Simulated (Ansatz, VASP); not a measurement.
**One calculation of B3Au, two programs**

```
CELL_PARAMETERS angstrom
3.43929 -0.19436 -0.19293
-0.16884 3.44063 -0.19293
-0.16884 -0.16759 3.44196
ATOMIC_POSITIONS crystal
Au 0.00000 0.00000 0.00000
B 0.50000 0.28808 0.71192
B 0.71192 0.50000 0.28808
B 0.28808 0.71192 0.50000
```

Alike in both runs: functional PBE; k mesh 5 × 5 × 5; no spin polarisation.

Ansatz relaxed the structure, and its values are those at the end. VASP's run is a single point on that final structure, the one shown.

|  | VASP | Ansatz |
| --- | --- | --- |
| version | VASP 6.6.1 | Ansatz 0.2.0 |
| potentials or method | VASP PAW PBE potentials, release 64 (Au, B), cutoff 520 eV | PAW plane waves |
| occupations | fermi-dirac, width 0.1 eV | fermi-dirac |
| valence electrons in the cell | 20 | 28 |

VASP gave:

- gap on the k mesh at the Fermi level (eV): none
- pressure (GPa): -0.2

What did Ansatz give for the same quantities?

gap on the k mesh at the Fermi level (eV): none; pressure (GPa): 0.0.

A gap of «none» marks a metal or a gap that the smearing closes. VASP's potentials hold 20 valence electrons a cell and Ansatz's 28, so a difference there can come from the potentials and not from the codes. Ansatz's warnings: stress scf threshold loose.

The k mesh is coarse, so the values compare programs but aren't converged. Spin-orbit coupling is off throughout.
